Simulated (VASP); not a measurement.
A run of VASP 6.6.1:

File POSCAR:

```
GaN
1.0
    3.0845996707      0.0000000000      0.0000000000
   -1.5422998354      2.6713416753      0.0000000000
    0.0000000000      0.0000000000      5.0110200000
Ga N
2 2
Direct
    0.3333333333      0.6666666667      0.0000000000
    0.6666666667      0.3333333333      0.5000000000
    0.3333333333      0.6666666667      0.3750000000
    0.6666666667      0.3333333333      0.8750000000
```

Contents of INCAR.step1:

```
SYSTEM = GaN
PREC = Accurate ; ENCUT = 520
ISMEAR = 0 ; SIGMA = 0.05
LREAL = .False. ; LASPH = .True.
NELM = 100 ; NBANDS = 26
GGA = PE ; ALGO = Normal
EDIFF = 1E-4 ; LWAVE = .True.
LCHARG = .False.
```

INCAR.step2

```
SYSTEM = GaN
PREC = Accurate ; ENCUT = 520
EDIFF = 1E-6 ; ISMEAR = 0
SIGMA = 0.05 ; LREAL = .False.
LASPH = .True. ; NELM = 100
ALGO = Normal ; ISIF = 2
LWAVE = .False. ; LCHARG = .False.
METAGGA = R2SCAN ; LMIXTAU = .True.
NBANDS = 26 ; ISTART = 1
```

The input KPOINTS:

```
Automatic mesh
0
Gamma
  12 12 6
  0 0 0
```

Potentials or basis: VASP PAW PBE potentials, release 64 (Ga_d, N).

The run is started by

```console
$ cat potpaw_PBE.64/Ga_d/POTCAR potpaw_PBE.64/N/POTCAR > POTCAR
$ cp INCAR.step1 INCAR
$ mpirun -np 1 vasp_std > vasp.out
$ cp INCAR.step2 INCAR
$ mpirun -np 1 vasp_std > vasp.out
```

Hardware: 1 thread of AMD EPYC 9R45 96-Core Processor (Zen 5) (shared host).

Task: How long does it take, and how much memory?

Result: It took 2.6 min on 1 thread of AMD EPYC 9R45 96-Core Processor (Zen 5), on a shared host, peak memory 0.18 GiB. Counts: k points 76.
